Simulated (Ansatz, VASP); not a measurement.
**One calculation of FeO, two programs**

Contents of INCAR:

```
ALGO = Normal
EDIFF = 1E-6
ENCUT = 520
GGA = PS
ISIF = 2
ISMEAR = -1
ISPIN = 2
LASPH = True
LCHARG = False
LMAXMIX = 4
LORBIT = 11
LREAL = False
LWAVE = False
MAGMOM = 3 0
NBANDS = 18
NELM = 150
PREC = Accurate
SIGMA = 0.05
```

KPOINTS

```
k-points
0
Gamma
  11 11 11
```

Contents of POSCAR:

```
FeO
1.0
    1.4982937792      0.8650403168      2.4855247686
   -1.4982937792      0.8650403168      2.4855247686
    0.0000000000     -1.7300806335      2.4855247686
Fe O
1 1
Direct
    0.0000000000      0.0000000000      0.0000000000
    0.5000000000      0.5000000000      0.5000000000
```

input.yaml

```yaml
crystal:
  lattice:
    - [1.4982937792, 0.8650403168, 2.4855247686]
    - [-1.4982937792, 0.8650403168, 2.4855247686]
    - [0.0, -1.7300806335, 2.4855247686]
  atoms:
    - { symbol: Fe, position: [0.0, 0.0, 0.0], spin: 3.0 }
    - { symbol: O, position: [0.5, 0.5, 0.5] }
hamiltonian:
  xc: pbesol
  pseudopotentials: { kind: paw }
magnetization:
  spin_polarized: true
kpoints:
  mp_grid: { grid: [11, 11, 11] }
scf:
  occupations: { method: fermi_dirac, width: 0.05 }
output:
  forces: true
  stress: true
  eigenvalues: true
```

Alike in both runs: task single point; functional PBEsol; k mesh 11 × 11 × 11; occupations fermi-dirac, width 0.05 eV; collinear spin.

|  | VASP | Ansatz |
| --- | --- | --- |
| version | VASP 6.6.1 | Ansatz 0.2.0 |
| potentials or method | VASP PAW PBE potentials, release 64 (Fe, O) | Ansatz PAW |
| plane-wave cutoff (eV) | 520 | 420 |
| valence electrons in the cell | 14 | 22 |

```tsv
	VASP	Ansatz	Ansatz less VASP
gap on the k mesh at the Fermi level (eV)	none	none	-
pressure (GPa)	-1.7	-2.0	-0.37
traceless stress, the component that is largest in VASP (GPa)	-0.61	-0.58	+0.032
net moment per atom (μB)	2.00	2.00	0.000
size of the moment on the site where the two differ most (μB)	3.60	3.42	-0.180
```

VASP's potentials were made for PBE, not for PBEsol. Site moments also hang on the region over which each program counts them. A gap of «none» marks a metal or a gap that the smearing closes. The functional is the same, so the differences come from potentials, cutoffs and numerics. VASP's potentials hold 14 valence electrons a cell and Ansatz's 22, so a difference there can come from the potentials and not from the codes.
